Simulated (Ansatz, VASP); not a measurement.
Rh in VASP and in Ansatz

File INCAR:

```
SYSTEM = Rh
ALGO = Fast
EDIFF = 1E-6
ENCUT = 520
GGA = PE
ISIF = 2
ISMEAR = 0
LASPH = .True.
LCHARG = .False.
LREAL = .False.
LWAVE = .False.
NBANDS = 14
NELM = 100
PREC = Accurate
SIGMA = 0.15
```

The input KPOINTS:

```
k-points
0
Gamma
  26 26 26
  0 0 0
```

POSCAR

```
Rh
1.0
    0.0000000000      1.9149654115      1.9149654115
    2.1064619526      0.0000000000      1.9149654115
    2.1064619526      1.9149654115      0.0000000000
Rh
1
Direct
    0.0000000000      0.0000000000      0.0000000000
```

Input for Ansatz:

```yaml
crystal:
  lattice:
    - [0.0, 1.9149654115, 1.9149654115]
    - [2.1064619526, 0.0, 1.9149654115]
    - [2.1064619526, 1.9149654115, 0.0]
  atoms:
    - { symbol: Rh, position: [0.0, 0.0, 0.0] }
basis:
  ecutwfc: 420
kpoints:
  mp_grid: { grid: [26, 26, 26] }
hamiltonian:
  xc: pbe
scf:
  occupations: { method: gaussian, width: 0.15 }
output:
  forces: true
  stress: true
  eigenvalues: true
```

Change from the starting cell: strain +0.1000 x Voigt [1, 0, 0, 0, 0, 0], atoms carried along.

Alike in both runs: task single point; functional PBE; k mesh 26 × 26 × 26; occupations gaussian, width 0.15 eV; no spin polarisation.

|  | VASP | Ansatz |
| --- | --- | --- |
| version | VASP 6.6.1 | Ansatz 0.2.0 |
| potentials or method | VASP PAW PBE potentials, release 64 (Rh_pv), cutoff 520 eV | scalar-relativistic, plane waves, PAW |
| valence electrons in the cell | 15 | 17 |

|  | VASP | Ansatz | Ansatz less VASP |
| --- | --- | --- | --- |
| gap on the k mesh at the Fermi level (eV) | none | none | - |
| pressure (GPa) | -17.8 | -17.8 | +0.04 |
| traceless stress, the component that is largest in VASP (GPa) | -11.06 | -11.09 | -0.031 |

A gap of «none» marks a metal or a gap that the smearing closes. With one functional, cell and mesh, what is left measures potentials, basis and numerics. VASP's potentials hold 15 valence electrons a cell and Ansatz's 17, so a difference there can come from the potentials and not from the codes.
